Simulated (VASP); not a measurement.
# SrO (Fm-3m) in VASP: further runs

SrO is run at these levels: PBE0, PBE-based screened hybrid with 25 % exact exchange, B3LYP; tasks: relaxation of cell and atoms, single point.

Program: VASP 6.6.1. These are calculated values, not measurements. Logs are shortened: lines on timing, memory, paths and dates and some standing lists are left out, and cuts for length are marked.

## 1. The cell of the first run

It takes space group Fm-3m (No. 225, cubic). The conventional cell has a = 5.133 Å, b = 5.133 Å, c = 5.133 Å, α = 90.00°, β = 90.00°, γ = 90.00°. Within 3.4 Å of Sr (site symmetry m-3m) lie 6 O at 2.57 Å. Within 3.4 Å of O (site symmetry m-3m) lie 6 Sr at 2.57 Å.

## 2. Relaxation of cell and atoms, PBE0

Contents of POSCAR:

```
SrO
1.0
    0.0000000000      2.5663000000      2.5663000000
    2.5663000000      0.0000000000      2.5663000000
    2.5663000000      2.5663000000      0.0000000000
Sr O
1 1
Direct
    0.5000000000      0.5000000000      0.5000000000
    0.0000000000      0.0000000000      0.0000000000
```

Contents of INCAR.step1:

```
SYSTEM = SrO
PREC = Accurate
ENCUT = 600
EDIFF = 1E-5
ISMEAR = -1
SIGMA = 0.05
LREAL = .False.
LASPH = .True.
NELM = 120
ALGO = Normal
LWAVE = .True.
LCHARG = .False.
GGA = PE
NBANDS = 15
GGA_COMPAT = .False.
IBRION = 2
ISIF = 3
EDIFFG = -0.005
NELMIN = 4
NSW = 100
```

Contents of INCAR.step2:

```
SYSTEM = SrO
PREC = Accurate
ENCUT = 600
EDIFF = 1E-7
ISMEAR = -1
SIGMA = 0.05
LREAL = .False.
LASPH = .True.
NELM = 120
ALGO = Normal
ISIF = 3
LWAVE = .False.
LCHARG = .False.
GGA = PE
LHFCALC = .True.
AEXX = 0.25
PRECFOCK = Normal
IBRION = 2
NSW = 60
EDIFFG = -0.01
ISTART = 1
GGA_COMPAT = .False.
NELMIN = 4
```

Contents of KPOINTS:

```
Automatic mesh
0
Gamma
  5 5 5
  0 0 0
```

Potentials or basis: VASP PAW PBE potentials, release 64 (Sr_sv, O).

Run with:

```console
$ cat potpaw_PBE.64/Sr_sv/POTCAR potpaw_PBE.64/O/POTCAR > POTCAR
$ cp INCAR.step1 INCAR
$ mpirun -np 1 vasp_std > vasp.out
$ cp INCAR.step2 INCAR
$ mpirun -np 1 vasp_std > vasp.out
```

OUTCAR:

```text
SYSTEM = SrO
   PREC = Accurate
   ENCUT = 600
   EDIFF = 1E-7
   ISMEAR = -1
   LREAL = .False.
   LASPH = .True.
   NELM = 120
   ISIF = 3
   GGA = PE
   LHFCALC = .True.
   AEXX = 0.25
   PRECFOCK = Normal
   IBRION = 2
   NSW = 60
   EDIFFG = -0.01
   ISTART = 1
   NELMIN = 4

 ion  position               nearest neighbor table
   1  0.500  0.500  0.500-   2 2.57   2 2.57   2 2.57   2 2.57   2 2.57   2 2.57
   2  0.000  0.000  0.000-   1 2.57   1 2.57   1 2.57   1 2.57   1 2.57   1 2.57

  LATTYP: Found a face centered cubic cell.
 ALAT       =     5.1326000000

  Lattice vectors:

 A1 = (   0.0000000000,   2.5663000000,   2.5663000000)
 A2 = (   2.5663000000,   0.0000000000,   2.5663000000)
 A3 = (   2.5663000000,   2.5663000000,   0.0000000000)

Analysis of symmetry for initial positions (statically):
=====================================================================
 Subroutine PRICEL returns:
 Original cell was already a primitive cell.

 Routine SETGRP: Setting up the symmetry group for a
 face centered cubic supercell.

 Subroutine GETGRP returns: Found 48 space group operations
 (whereof 48 operations were pure point group operations)
 out of a pool of 48 trial point group operations.

The static configuration has the point symmetry O_h .

Analysis of symmetry for dynamics (positions and initial velocities):
=====================================================================
 Subroutine PRICEL returns:
 Original cell was already a primitive cell.

 Routine SETGRP: Setting up the symmetry group for a
 face centered cubic supercell.

 Subroutine GETGRP returns: Found 48 space group operations
 (whereof 48 operations were pure point group operations)
 out of a pool of 48 trial point group operations.

The dynamic configuration has the point symmetry O_h .

 Subroutine INISYM returns: Found 48 space group operations
 (whereof 48 operations are pure point group operations),
 and found     1 'primitive' translations

----------------------------------------------------------------------------------------

                                     Primitive cell

  volume of cell :      33.8028

  direct lattice vectors                    reciprocal lattice vectors
     0.000000000  2.566300000  2.566300000    -0.194833028  0.194833028  0.194833028
     2.566300000  0.000000000  2.566300000     0.194833028 -0.194833028  0.194833028
     2.566300000  2.566300000  0.000000000     0.194833028  0.194833028 -0.194833028

  length of vectors
     3.629296265  3.629296265  3.629296265     0.337460704  0.337460704  0.337460704

  position of ions in fractional coordinates (direct lattice)
     0.500000000  0.500000000  0.500000000
     0.000000000  0.000000000  0.000000000

  ion indices of the primitive-cell ions
   primitive index   ion index
                 1           1
                 2           2

----------------------------------------------------------------------------------------

 KPOINTS: Automatic mesh

Automatic generation of k-mesh.
 Grid dimensions read from file:
 generate k-points for:    5    5    5

 Generating k-lattice:

  Cartesian coordinates                     Fractional coordinates (reciprocal lattice)
    -0.038966606  0.038966606  0.038966606     0.200000000  0.000000000  0.000000000
     0.038966606 -0.038966606  0.038966606     0.000000000  0.200000000  0.000000000
     0.038966606  0.038966606 -0.038966606     0.000000000  0.000000000  0.200000000

  Length of vectors
     0.067492141  0.067492141  0.067492141

  Shift w.r.t. Gamma in fractional coordinates (k-lattice)
     0.000000000  0.000000000  0.000000000

 Subroutine IBZKPT returns following result:
 ===========================================

 Found     10 irreducible k-points:

 Following reciprocal coordinates:
            Coordinates               Weight
  0.000000  0.000000  0.000000      1.000000
  0.200000  0.000000  0.000000      8.000000
  0.400000  0.000000  0.000000      8.000000
  0.200000  0.200000  0.000000      6.000000
  0.400000  0.200000  0.000000     24.000000
 -0.400000  0.200000  0.000000     24.000000
 -0.200000  0.200000  0.000000     12.000000
  0.400000  0.400000  0.000000      6.000000
 -0.400000  0.400000  0.000000     12.000000
 -0.400000  0.400000  0.200000     24.000000
   k-points           NKPTS =     10   k-points in BZ     NKDIM =    125   number of bands    NBANDS=     12
   number of dos      NEDOS =    301   number of ions     NIONS =      2
   total plane-waves  NPLWV =  27000
   dimension x,y,z NGX =    30 NGY =   30 NGZ =   30
   dimension x,y,z NGXF=    60 NGYF=   60 NGZF=   60
   ions per type =               1   1
   NGX,Y,Z   is equivalent  to a cutoff of  13.74, 13.74, 13.74 a.u.
   NGXF,Y,Z  is equivalent  to a cutoff of  27.48, 27.48, 27.48 a.u.
 SYSTEM =  SrO
   PREC   = accura    normal or accurate (medium, high low for compatibility)
   ISTART =      1    job   : 0-new  1-cont  2-samecut
   ICHARG =      0    charge: 1-file 2-atom 10-const
   ISPIN  =      1    spin polarized calculation?
   LNONCOLLINEAR =      F non collinear calculations
   LSORBIT =      F    spin-orbit coupling
   LASPH  =      T    aspherical Exc in radial PAW
   ENCUT  =  600.0 eV  44.10 Ry    6.64 a.u.   7.25  7.25  7.25*2*pi/ulx,y,z
   NELM   =    120;   NELMIN=  4; NELMDL=  0     # of ELM steps
   EDIFF  = 0.1E-06   stopping-criterion for ELM
   LREAL  =      F    real-space projection
   EDIFFG = -.1E-01   stopping-criterion for IOM
   NSW    =     60    number of steps for IOM
   IBRION =      2    ionic relax: 0-MD 1-quasi-New 2-CG
   NFREE  =      1    steps in history (QN), initial steepest desc. (CG)
   ISIF   =      3    stress and relaxation
   ISYM   =      3    0-nonsym 1-usesym 2-fastsym
   POTIM  = 0.5000    time-step for ionic-motion
   TEBEG  =    0.0;   TEEND  =   0.0 temperature during run
   PSTRESS=    0.0 pullay stress
   NELECT =      16.0000    total number of electrons
   NUPDOWN=      -1.0000    fix difference up-down
   EMIN   =  10.00;   EMAX   =-10.00  energy-range for DOS
   EFERMI =   0.00;   METHOD = LEGACY
   ISMEAR =    -1;   SIGMA  =   0.05  broadening in eV -4-tet -1-fermi 0-gaus
   EFERMI_NEDOS =   21; number of points for ismear=-14 and -15
   IALGO  =     38    algorithm
   IMIX   =      1    mixing-type and parameters
     AMIX     =   0.40;   BMIX     =  1.00
     AMIX_MAG =   1.60;   BMIX_MAG =  1.00
  volume/ion in A,a.u.               =      16.90       114.06
  Fermi-wavevector in a.u.,A,eV,Ry     =   1.275843  2.410995 22.147245  1.627777
  Thomas-Fermi vector in A             =   2.408533
   LORBIT       =      0    0 simple, 1 ext, 2 COOP (PROOUT), +10 PAW based schemes
   GGA     = PE    functional components
   LHFCALC =     T    Hartree Fock is set to
   PRECFOCK=normal    Normal, Fast or Accurate (Low or Medium for compatibility)
   ENCUT4O =  -1.0   cutoff for four orbital integrals eV
   NKREDX  =     1    reduce k-point grid by
   NKREDY  =     1    reduce k-point grid by
   NKREDZ  =     1    reduce k-point grid by
   AEXX    =    0.2500 exact exchange contribution
   HFSCREEN=    0.0000 screening length (either q_TF or 0.3 A-1)
   HFSCREENC=   0.0000 screening length for correlation (either q_TF or 0.3 A-1)
   ENCUTFOCK=  -1.0 apply spherical cutoff to Coloumb kernel
   IVDW    =     0    specifies the selected vdW correction
   LEPSILON=     F    determine dielectric tensor
   LRPA    =     F    only Hartree local field effects (RPA)
 conjugate gradient relaxation of ions
 non-spin polarized calculation
  energy-cutoff  :      600.00
  volume of cell :       33.80
 maximum number of plane-waves:      1143
 NGX is ok and might be reduce to    30
  NGX = 24; NGY = 24; NGZ = 24

--------------------------------------- Ionic step        1  -------------------------------------------

 number of electron      15.9999997 magnetization

 Free energy of the ion-electron system (eV)
  ---------------------------------------------------
  ext. energy  EPLUGINS =         0.00000000
  ---------------------------------------------------
  free energy    TOTEN  =       -14.77351100 eV

  energy without entropy =      -14.77351100  energy(sigma->0) =      -14.77351100

------------------------ aborting loop because EDIFF is reached ----------------------------------------

  FORCE on cell =-STRESS in cart. coord.  units (eV):
  Direction    XX          YY          ZZ          XY          YZ          ZX
  --------------------------------------------------------------------------------------
  -------------------------------------------------------------------------------------
  Total        0.3202593      0.3202593      0.3202593     -0.0000000      0.0000000      0.0000000
  in kB       15.1795915     15.1795915     15.1795915     -0.0000000      0.0000000      0.0000000
  external PRESSURE =      15.1795915 kB  Pullay stress =       0.0000000 kB
[... 57 lines left out ...]
  energy  without entropy=      -14.7754877196  energy(sigma->0) =      -14.77548772

--------------------------------------- Ionic step        3  -------------------------------------------

 number of electron      15.9999998 magnetization

 Free energy of the ion-electron system (eV)
  ---------------------------------------------------
  ext. energy  EPLUGINS =         0.00000000
  ---------------------------------------------------
  free energy    TOTEN  =       -14.77601566 eV

  energy without entropy =      -14.77601566  energy(sigma->0) =      -14.77601566

 E-fermi :   1.1854     XC(G=0):  -7.8445

 val. band max:        0.1523110754   @ k =   0.0000   0.0000   0.0000
 cond. band min:       5.8425599077   @ k =   0.4000   0.4000   0.0000
 fundamental gap:      5.6902488323
 Fermi energy:         1.1854309060

 k-point     1 :       0.0000    0.0000    0.0000
  band No.  band energies     occupation
      1     -34.2403      2.00000
      2     -16.4179      2.00000
      3     -14.5870      2.00000
      4     -14.5870      2.00000
      5     -14.5870      2.00000
      6       0.1523      2.00000
      7       0.1523      2.00000
      8       0.1523      2.00000
      9       6.2704      0.00000
     10       8.7727      0.00000
     11       8.7727      0.00000
     12       8.7727      0.00000
[... 162 lines left out ...]
  FREE ENERGIE OF THE ION-ELECTRON SYSTEM (eV)
  ---------------------------------------------------
  free  energy   TOTEN  =       -14.7760156603 eV

  energy  without entropy=      -14.7760156602  energy(sigma->0) =      -14.77601566

 reached required accuracy - stopping structural energy minimisation
```

It took 43 min on 1 thread of Intel Xeon Platinum 8259CL at 2.50GHz (Skylake/Cascade Lake), shared host; peak memory 0.19 GiB.

What came out:

| Item | Value |
| --- | --- |
| Free energy | -14.7760 eV |
| Relaxed volume | 17.17 Å³/atom |
| Relaxed cell | a = 3.648 Å, b = 3.648 Å, c = 3.648 Å, α = 60.00°, β = 60.00°, γ = 60.00° |
| Space group after relaxing (to 0.1 Å) | Fm-3m (No. 225) |
| Energy gained by relaxing | 1.3 meV/atom |
| Ionic steps | 3 |
| Pressure after relaxing | 0.0 GPa |
| Band gap on the k mesh | 5.69 eV (least direct gap 5.82 eV) |

The path:
| step | energy change (eV) | largest force (eV/Å) | pressure (GPa) | volume (Å³) |
| --- | --- | --- | --- | --- |
| 1 | 0.0000 | 0.0000 | 1.52 | 33.80 |
| 2 | -0.0020 | 0.0000 | -0.68 | 34.59 |
| 3 | -0.0025 | 0.0000 | 0.00 | 34.34 |

Final structure:
```
Sr O
1.0
     0.00000    2.57981    2.57981
     2.57981    0.00000    2.57981
     2.57981    2.57981    0.00000
Sr O
1 1
Direct
  0.50000 0.50000 0.50000
  0.00000 0.00000 0.00000
```

Caveat: the k points lie up to 0.42 Å⁻¹ apart in the final cell; the PAW data sets were made with another functional, which shifts forces and pressure a little; an odd mesh through Γ misses points on the zone boundary, where band edges can lie.

(Continued in part 2 of 2.)
